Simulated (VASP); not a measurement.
# Nb (Pm-3m) in VASP: a series of runs

Runs on Nb. Level: PBE. Tasks: density of states.

All numbers are computed with VASP 6.6.1; they aren't measurements. Logs are shortened: lines on timing, memory, paths and dates and some standing lists are left out, and cuts for length are marked.

## 1. The cell of the first run

The structure is cubic, space group Pm-3m (No. 221). The conventional cell has a = 2.160 Å, b = 2.160 Å, c = 2.160 Å, α = 90.00°, β = 90.00°, γ = 90.00°. Within 2.9 Å of Nb (site symmetry m-3m) lie 6 Nb at 2.16 Å.

## 2. Density of states, PBE (volume scaled by 0.5)

File POSCAR:

```
Nb
1.0
    2.1604013300      0.0000000000      0.0000000000
    0.0000000000      2.1604013300      0.0000000000
    0.0000000000      0.0000000000      2.1604013300
Nb
1
Direct
    0.0000000000      0.0000000000      0.0000000000
```

File INCAR.step1:

```
PREC     = Accurate       # precision mode
ENCUT    = 520            # plane-wave cutoff, eV
EDIFF    = 1E-6           # SCF threshold, eV
ISMEAR   = -1             # smearing method
SIGMA    = 0.1            # smearing width, eV
LREAL    = F              # projectors in reciprocal space
LASPH    = T              # aspherical terms in the spheres
NELM     = 80             # most SCF steps
ALGO     = Normal         # electronic algorithm
ISIF     = 2              # what is computed and relaxed
LWAVE    = F              # write WAVECAR
LCHARG   = T              # write CHGCAR
LMAXMIX  = 4              # l up to which the mixer works
GGA      = PE             # functional
NBANDS   = 12             # bands
```

File KPOINTS.step1:

```
Automatic mesh
0
Gamma
  16 16 16
```

File INCAR.step2:

```
PREC     = Accurate       # precision mode
ENCUT    = 520            # plane-wave cutoff, eV
EDIFF    = 1E-6           # SCF threshold, eV
ISMEAR   = -5             # smearing method
SIGMA    = 0.1            # smearing width, eV
LREAL    = F              # projectors in reciprocal space
LASPH    = T              # aspherical terms in the spheres
NELM     = 80             # most SCF steps
ALGO     = Normal         # electronic algorithm
ISIF     = 2              # what is computed and relaxed
LWAVE    = F              # write WAVECAR
LCHARG   = F              # write CHGCAR
LMAXMIX  = 4              # l up to which the mixer works
GGA      = PE             # functional
LORBIT   = 10             # projections on sites
NBANDS   = 12             # bands
NEDOS    = 2001           # points of the DOS
ICHARG   = 11             # starting density
```

File KPOINTS.step2:

```
Automatic mesh
0
Gamma
  24 24 24
```

Potentials or basis: VASP PAW PBE potentials, release 64 (Nb_sv).

Launch:

```console
$ cat potpaw_PBE.64/Nb_sv/POTCAR > POTCAR
$ cp INCAR.step1 INCAR
$ cp KPOINTS.step1 KPOINTS
$ mpirun -np 1 vasp_std > vasp.out
$ cp INCAR.step2 INCAR
$ cp KPOINTS.step2 KPOINTS
$ mpirun -np 1 vasp_std > vasp.out
```

OUTCAR:

```text
PREC = Accurate
   ENCUT = 520
   EDIFF = 1E-6
   ISMEAR = -5
   LREAL = F
   LASPH = T
   NELM = 80
   ISIF = 2
   GGA = PE
   LORBIT = 10
   ICHARG = 11

 ion  position               nearest neighbor table
   1  0.000  0.000  0.000-

  LATTYP: Found a simple cubic cell.
 ALAT       =     2.1604013300

  Lattice vectors:

 A1 = (   2.1604013300,   0.0000000000,   0.0000000000)
 A2 = (   0.0000000000,   2.1604013300,   0.0000000000)
 A3 = (   0.0000000000,   0.0000000000,   2.1604013300)

Analysis of symmetry for initial positions (statically):
=====================================================================
 Subroutine PRICEL returns:
 Original cell was already a primitive cell.

 Routine SETGRP: Setting up the symmetry group for a
 simple cubic supercell.

 Subroutine GETGRP returns: Found 48 space group operations
 (whereof 48 operations were pure point group operations)
 out of a pool of 48 trial point group operations.

The static configuration has the point symmetry O_h .

Analysis of symmetry for dynamics (positions and initial velocities):
=====================================================================
 Subroutine PRICEL returns:
 Original cell was already a primitive cell.

 Routine SETGRP: Setting up the symmetry group for a
 simple cubic supercell.

 Subroutine GETGRP returns: Found 48 space group operations
 (whereof 48 operations were pure point group operations)
 out of a pool of 48 trial point group operations.

The dynamic configuration has the point symmetry O_h .

 Subroutine INISYM returns: Found 48 space group operations
 (whereof 48 operations are pure point group operations),
 and found     1 'primitive' translations

----------------------------------------------------------------------------------------

                                     Primitive cell

  volume of cell :      10.0833

  direct lattice vectors                    reciprocal lattice vectors
     2.160401330  0.000000000  0.000000000     0.462876960  0.000000000  0.000000000
     0.000000000  2.160401330  0.000000000     0.000000000  0.462876960  0.000000000
     0.000000000  0.000000000  2.160401330     0.000000000  0.000000000  0.462876960

  length of vectors
     2.160401330  2.160401330  2.160401330     0.462876960  0.462876960  0.462876960

  position of ions in fractional coordinates (direct lattice)
[... 82 lines left out ...]
   NSW    =      0    number of steps for IOM
   IBRION =     -1    ionic relax: 0-MD 1-quasi-New 2-CG
   NFREE  =      0    steps in history (QN), initial steepest desc. (CG)
   ISIF   =      2    stress and relaxation
   ISYM   =      2    0-nonsym 1-usesym 2-fastsym
   POTIM  = 0.5000    time-step for ionic-motion
   TEBEG  =    0.0;   TEEND  =   0.0 temperature during run
   PSTRESS=    0.0 pullay stress
   NELECT =      13.0000    total number of electrons
   NUPDOWN=      -1.0000    fix difference up-down
   EMIN   =  10.00;   EMAX   =-10.00  energy-range for DOS
   EFERMI =   0.00;   METHOD = LEGACY
   ISMEAR =    -5;   SIGMA  =   0.10  broadening in eV -4-tet -1-fermi 0-gaus
   EFERMI_NEDOS =   21; number of points for ismear=-14 and -15
   IALGO  =     38    algorithm
   IMIX   =      4    mixing-type and parameters
     AMIX     =   0.40;   BMIX     =  1.00
     AMIX_MAG =   1.60;   BMIX_MAG =  1.00
  volume/ion in A,a.u.               =      10.08        68.05
  Fermi-wavevector in a.u.,A,eV,Ry     =   1.781783  3.367082 43.195112  3.174751
  Thomas-Fermi vector in A             =   2.846304
   LORBIT       =     10    0 simple, 1 ext, 2 COOP (PROOUT), +10 PAW based schemes
   GGA     = PE    functional components
   LHFCALC =     F    Hartree Fock is set to
   AEXX    =    0.0000 exact exchange contribution
   IVDW    =     0    specifies the selected vdW correction
   LEPSILON=     F    determine dielectric tensor
   LRPA    =     F    only Hartree local field effects (RPA)
 non-spin polarized calculation
 Fermi weights with tetrahedron method with Bloechl corrections
  energy-cutoff  :      520.00
  volume of cell :       10.08
 maximum number of plane-waves:       288

 number of electron      12.9999998 magnetization

 Free energy of the ion-electron system (eV)
  ---------------------------------------------------
  ext. energy  EPLUGINS =         0.00000000
  ---------------------------------------------------
  free energy    TOTEN  =        -3.09737196 eV

  energy without entropy =       -3.09737196  energy(sigma->0) =       -3.09737196

 E-fermi :  22.1711     XC(G=0): -15.7210

 val. band max:       22.4179492715   @ k =   0.5000   0.4167   0.1250
 cond. band min:      22.0375482883   @ k =   0.4167   0.2500   0.1250
 fundamental gap:     -0.3804009832
 Fermi energy:        22.1710738050

 k-point     1 :       0.0000    0.0000    0.0000
  band No.  band energies     occupation
      1     -35.1583      2.00000
      2      -6.3013      2.00000
      3      -6.3013      2.00000
      4      -6.3013      2.00000
      5      14.8028      2.00000
      6      14.8028      2.00000
      7      16.2441      2.00000
      8      32.5941      0.00000
      9      32.5941      0.00000
     10      32.5941      0.00000
     11      44.0497      0.00000
     12      44.0497      0.00000
[... 331 lines left out ...]
 k-point    24 :       0.4583    0.0417    0.0000
  band No.  band energies     occupation
      1     -33.4810      2.00000
      2     -13.8988      2.00000
      3      -5.5573      2.00000
      4      -5.3838      2.00000
      5      16.9579      2.00000
      6      20.0542      2.00000
      7      22.9029      0.05050
      8      24.1845      0.00000
      9      25.9227      0.00000
     10      33.4013      0.00000
     11      36.4552      0.00000
     12      41.5755      0.00000

 [... further k-points ...]
[... 5 lines left out ...]
  --------------------------------------------------------------------------------------
  -------------------------------------------------------------------------------------
  Total       22.2279527     22.2279527     22.2279527      0.0000000      0.0000000     -0.0000000
  in kB     3531.8865000   3531.8865000   3531.8865000      0.0000000      0.0000000     -0.0000000
  external PRESSURE =    3531.8865000 kB  Pullay stress =       0.0000000 kB

 VOLUME and BASIS-vectors are now :
 -----------------------------------------------------------------------------
  energy-cutoff  :      520.00
  volume of cell :       10.08
      direct lattice vectors                 reciprocal lattice vectors
     2.160401330  0.000000000  0.000000000     0.462876960  0.000000000  0.000000000
     0.000000000  2.160401330  0.000000000     0.000000000  0.462876960  0.000000000
     0.000000000  0.000000000  2.160401330     0.000000000  0.000000000  0.462876960

 POSITION                                       TOTAL-FORCE (eV/Angst)
 -----------------------------------------------------------------------------------
      0.00000      0.00000      0.00000         0.000000      0.000000      0.000000
 -----------------------------------------------------------------------------------
    total drift:                                0.000000     -0.000000     -0.000000

  FREE ENERGIE OF THE ION-ELECTRON SYSTEM (eV)
  ---------------------------------------------------
  free  energy   TOTEN  =        -3.0973719578 eV

  energy  without entropy=       -3.0973719578  energy(sigma->0) =       -3.09737196

 total charge

# of ion       s       p       d       tot
------------------------------------------
    1        2.319   6.091   4.095  12.505
```

OUTCAR.step1:

```text
PREC = Accurate
   ENCUT = 520
   EDIFF = 1E-6
   ISMEAR = -1
   LREAL = F
[... 575 lines left out ...]

 POSITION                                       TOTAL-FORCE (eV/Angst)
 -----------------------------------------------------------------------------------
      0.00000      0.00000      0.00000         0.000000      0.000000      0.000000
 -----------------------------------------------------------------------------------
    total drift:                                0.000000      0.000000     -0.000000

  FREE ENERGIE OF THE ION-ELECTRON SYSTEM (eV)
  ---------------------------------------------------
  free  energy   TOTEN  =        -3.1041430837 eV

  energy  without entropy=       -3.0807746121  energy(sigma->0) =       -3.09245885
```

Run time: 49 s. Hardware: 1 thread of AMD EPYC 7R43 (Zen 3), shared host; peak memory 0.13 GiB.

Results:

```yaml
Valence_electrons_inside_the_program's_atomic_spheres: Nb 12.51
```

Caveat: the cell differs from its parent crystal (volume scaled by 0.5); tetrahedron occupations give inexact forces and stress in metals.

## 3. Density of states, PBE (volume scaled by 0.5)

POSCAR is that of step 2.

File INCAR.step1:

```
SYSTEM = Nb
PREC = Accurate ; ENCUT = 520
EDIFF = 1E-6 ; ISMEAR = -1
SIGMA = 0.1 ; LREAL = .FALSE.
LASPH = .TRUE. ; NELM = 100
ALGO = Normal ; ISIF = 2
LWAVE = .FALSE. ; LCHARG = .TRUE.
LMAXMIX = 4 ; GGA = PE
NBANDS = 12
```

File KPOINTS.step1:

```
regular mesh
0
G
  16 16 16
  0 0 0
```

File INCAR.step2:

```
SYSTEM = Nb
PREC = Accurate ; ENCUT = 520
EDIFF = 1E-6 ; ISMEAR = -5
SIGMA = 0.1 ; LREAL = .FALSE.
LASPH = .TRUE. ; NELM = 100
ALGO = Normal ; ISIF = 2
LWAVE = .FALSE. ; LCHARG = .FALSE.
LMAXMIX = 4 ; GGA = PE
LORBIT = 11 ; NEDOS = 2001
ICHARG = 11
```

File KPOINTS.step2:

```
regular mesh
0
G
  24 24 24
  0 0 0
```

Potentials or basis: VASP PAW PBE potentials, release 64 (Nb_sv).

Launch:

```console
$ cat potpaw_PBE.64/Nb_sv/POTCAR > POTCAR
$ cp INCAR.step1 INCAR
$ cp KPOINTS.step1 KPOINTS
$ mpirun -np 1 vasp_std > vasp.out
$ cp INCAR.step2 INCAR
$ cp KPOINTS.step2 KPOINTS
$ mpirun -np 1 vasp_std > vasp.out
```

OUTCAR:

```text
SYSTEM = Nb
   PREC = Accurate
   ENCUT = 520
   EDIFF = 1E-6
   ISMEAR = -5
   LREAL = .FALSE.
   LASPH = .TRUE.
   NELM = 100
   ISIF = 2
   GGA = PE
   LORBIT = 11
   ICHARG = 11

 ion  position               nearest neighbor table
   1  0.000  0.000  0.000-

  LATTYP: Found a simple cubic cell.
 ALAT       =     2.1604013300

  Lattice vectors:

 A1 = (   2.1604013300,   0.0000000000,   0.0000000000)
[... 488 lines left out ...]
      5      16.9579      2.00000
      6      20.0542      2.00000
      7      22.9029      0.05050
      8      24.1845      0.00000
      9      25.9227      0.00000
     10      33.4014      0.00000

 [... further k-points ...]
[... 5 lines left out ...]
  --------------------------------------------------------------------------------------
  -------------------------------------------------------------------------------------
  Total       22.2279608     22.2279608     22.2279608      0.0000000      0.0000000     -0.0000000
  in kB     3531.8877799   3531.8877799   3531.8877799      0.0000000      0.0000000     -0.0000000
  external PRESSURE =    3531.8877799 kB  Pullay stress =       0.0000000 kB

 VOLUME and BASIS-vectors are now :
 -----------------------------------------------------------------------------
  energy-cutoff  :      520.00
  volume of cell :       10.08
      direct lattice vectors                 reciprocal lattice vectors
     2.160401330  0.000000000  0.000000000     0.462876960  0.000000000  0.000000000
     0.000000000  2.160401330  0.000000000     0.000000000  0.462876960  0.000000000
     0.000000000  0.000000000  2.160401330     0.000000000  0.000000000  0.462876960

 POSITION                                       TOTAL-FORCE (eV/Angst)
 -----------------------------------------------------------------------------------
      0.00000      0.00000      0.00000         0.000000      0.000000      0.000000
 -----------------------------------------------------------------------------------
    total drift:                                0.000000     -0.000000     -0.000000

  FREE ENERGIE OF THE ION-ELECTRON SYSTEM (eV)
  ---------------------------------------------------
  free  energy   TOTEN  =        -3.0973719564 eV

  energy  without entropy=       -3.0973719564  energy(sigma->0) =       -3.09737196

 total charge

# of ion       s       p       d       tot
------------------------------------------
    1        2.319   6.091   4.095  12.505
```

OSZICAR.step1:

```text
N       E                     dE             d eps       ncg     rms          rms(c)
DAV:   1     0.136740026158E+03    0.13674E+03   -0.76892E+03  4000   0.118E+03
DAV:   2     0.120980812051E+01   -0.13553E+03   -0.12907E+03  4124   0.428E+02
DAV:   3    -0.287246195425E+01   -0.40823E+01   -0.38979E+01  5660   0.694E+01
DAV:   4    -0.304047619963E+01   -0.16801E+00   -0.16660E+00  5176   0.119E+01
DAV:   5    -0.304958907104E+01   -0.91129E-02   -0.90857E-02  5992   0.218E+00    0.215E+01
DAV:   6    -0.303741779020E+01    0.12171E-01   -0.16527E-01  6336   0.468E+00    0.112E+01
DAV:   7    -0.309344292262E+01   -0.56025E-01   -0.14285E-01  6652   0.397E+00    0.149E+00
DAV:   8    -0.310426181918E+01   -0.10819E-01   -0.23688E-02  4348   0.197E+00    0.274E-01
DAV:   9    -0.310405875927E+01    0.20306E-03   -0.14129E-03  5756   0.442E-01    0.909E-02
DAV:  10    -0.310414419475E+01   -0.85435E-04   -0.15863E-04  4620   0.189E-01    0.185E-02
DAV:  11    -0.310414213380E+01    0.20609E-05   -0.68819E-06  5680   0.227E-02    0.741E-03
DAV:  12    -0.310414325830E+01   -0.11245E-05   -0.10405E-06  3340   0.153E-02    0.305E-03
DAV:  13    -0.310414308372E+01    0.17458E-06   -0.39647E-07  2848   0.461E-03
   1 F= -.31041431E+01 E0= -.30924588E+01  d E =-.233685E-01
```

Run time: 40 s. Hardware: 1 thread of AMD EPYC 7R43 (Zen 3), shared host; peak memory 0.12 GiB.

What came out:

```yaml
Valence_electrons_inside_the_program's_atomic_spheres: Nb 12.51
```

Levels at points of the mesh, in eV from the Fermi level:
```
           k point  band 4  band 5  band 6  band 7  band 8  band 9  band 10
(0.00, 0.00, 0.00)  -28.47   -7.37   -7.37   -5.93   10.42   10.42    10.42
(0.50, 0.00, 0.00)  -27.55   -5.31   -2.10    1.89    1.89    2.52    11.46
(0.50, 0.50, 0.00)  -26.71  -11.01   -1.40    3.75    3.75   11.03    11.03
(0.50, 0.50, 0.50)  -33.48   -7.67   -7.67   -7.67    4.70   16.79    16.79
```

Caveat: the cell differs from its parent crystal (volume scaled by 0.5); tetrahedron occupations give inexact forces and stress in metals.

## 4. Density of states, PBE (volume scaled by 0.68)

File POSCAR:

```
Nb
1.0
    2.3935770131      0.0000000000      0.0000000000
    0.0000000000      2.3935770131      0.0000000000
    0.0000000000      0.0000000000      2.3935770131
Nb
1
Direct
    0.0000000000      0.0000000000      0.0000000000
```

File INCAR.step1:

```
PREC = Accurate
ENCUT = 520
EDIFF = 1E-6
ISMEAR = -1
SIGMA = 0.1
LREAL = False
LASPH = True
NELM = 80
ALGO = Normal
ISIF = 2
LWAVE = False
LCHARG = True
LMAXMIX = 4
GGA = PE
NBANDS = 12
```

File KPOINTS.step1:

```
Automatic mesh
0
Gamma
  16 16 16
```

File INCAR.step2:

```
PREC = Accurate
ENCUT = 520
EDIFF = 1E-6
ISMEAR = -5
SIGMA = 0.1
LREAL = False
LASPH = True
NELM = 80
ALGO = Normal
ISIF = 2
LWAVE = False
LCHARG = False
LMAXMIX = 4
GGA = PE
LORBIT = 10
NBANDS = 12
NEDOS = 1001
ICHARG = 11
```

File KPOINTS.step2:

```
Automatic mesh
0
Gamma
  24 24 24
```

Launch:

```console
$ cat potpaw_PBE.64/Nb_sv/POTCAR > POTCAR
$ cp INCAR.step1 INCAR
$ cp KPOINTS.step1 KPOINTS
$ mpirun -np 1 vasp_std > vasp.out
$ cp INCAR.step2 INCAR
$ cp KPOINTS.step2 KPOINTS
$ mpirun -np 1 vasp_std > vasp.out
```

It took 56 s on 1 thread of AMD EPYC 7R43 (Zen 3), shared host; peak memory 0.15 GiB.

Results (log left out):

```
Valence electrons inside the program's atomic spheres : Nb 11.54
```

Levels at points of the mesh, in eV from the Fermi level:
```csv
k point,band 3,band 4,band 5,band 6,band 7,band 8,band 9,band 10,band 11,band 12
"(0.00, 0.00, 0.00)",-29.03,-29.03,-6.20,-4.78,-4.78,7.74,7.74,7.74,18.27,18.27
"(0.50, 0.00, 0.00)",-28.62,-28.62,-3.35,-2.59,1.44,2.12,2.12,8.38,14.05,14.95
"(0.50, 0.50, 0.00)",-32.29,-28.24,-7.15,-1.27,3.33,3.33,8.54,8.54,11.46,17.85
"(0.50, 0.50, 0.50)",-31.69,-31.69,-4.72,-4.72,-4.72,6.44,11.90,11.90,19.09,19.09
```

Caveat: the cell differs from its parent crystal (volume scaled by 0.68); tetrahedron occupations give inexact forces and stress in metals.

## 5. Density of states, PBE

This run uses another cell than the first one, of 20.17 Å³/atom, 2.000 times its volume.

File POSCAR:

```
Nb
1.0
    2.7219351119      0.0000000000      0.0000000000
    0.0000000000      2.7219351119      0.0000000000
    0.0000000000      0.0000000000      2.7219351119
Nb
1
Direct
    0.0000000000      0.0000000000      0.0000000000
```

File INCAR.step1:

```
SYSTEM = Nb
PREC = Accurate
ENCUT = 520
EDIFF = 1E-7
ISMEAR = -1
SIGMA = 0.1
LREAL = .FALSE.
LASPH = .TRUE.
NELM = 100
ALGO = Normal
ISIF = 2
LWAVE = .FALSE.
LCHARG = .TRUE.
LMAXMIX = 4
GGA = PE
NBANDS = 12
```

File KPOINTS.step1:

```
Automatic mesh
0
G
  16 16 16
  0 0 0
```

File INCAR.step2:

```
SYSTEM = Nb
PREC = Accurate
ENCUT = 520
EDIFF = 1E-7
ISMEAR = -5
SIGMA = 0.1
LREAL = .FALSE.
LASPH = .TRUE.
NELM = 100
ALGO = Normal
ISIF = 2
LWAVE = .FALSE.
LCHARG = .FALSE.
LMAXMIX = 4
GGA = PE
LORBIT = 10
NBANDS = 12
NEDOS = 2001
ICHARG = 11
```

File KPOINTS.step2:

```
Automatic mesh
0
G
  24 24 24
  0 0 0
```

Launch:

```console
$ cat potpaw_PBE.64/Nb_sv/POTCAR > POTCAR
$ cp INCAR.step1 INCAR
$ cp KPOINTS.step1 KPOINTS
$ mpirun -np 1 vasp_std > vasp.out
$ cp INCAR.step2 INCAR
$ cp KPOINTS.step2 KPOINTS
$ mpirun -np 1 vasp_std > vasp.out
```

Wall time 78 s (1 thread of AMD EPYC 7R43 (Zen 3), shared host); peak memory 0.18 GiB.

It converged, with:

| Quantity | Value |
| --- | --- |
| Valence electrons inside the program's atomic spheres | Nb 10.80 |

Levels at points of the mesh, in eV from the Fermi level:
```tsv
k point	band 5	band 6	band 7	band 8	band 9	band 10
(0.00, 0.00, 0.00)	-5.57	-2.74	-2.74	5.10	5.10	5.10
(0.50, 0.00, 0.00)	-2.49	-1.85	0.54	1.89	1.89	5.43
(0.50, 0.50, 0.00)	-4.00	-1.01	2.56	2.56	5.76	5.76
(0.50, 0.50, 0.50)	-2.42	-2.42	-2.42	7.41	7.47	7.47
```

Caveat: tetrahedron occupations give inexact forces and stress in metals.

(Part 1 of 2 ends here.)
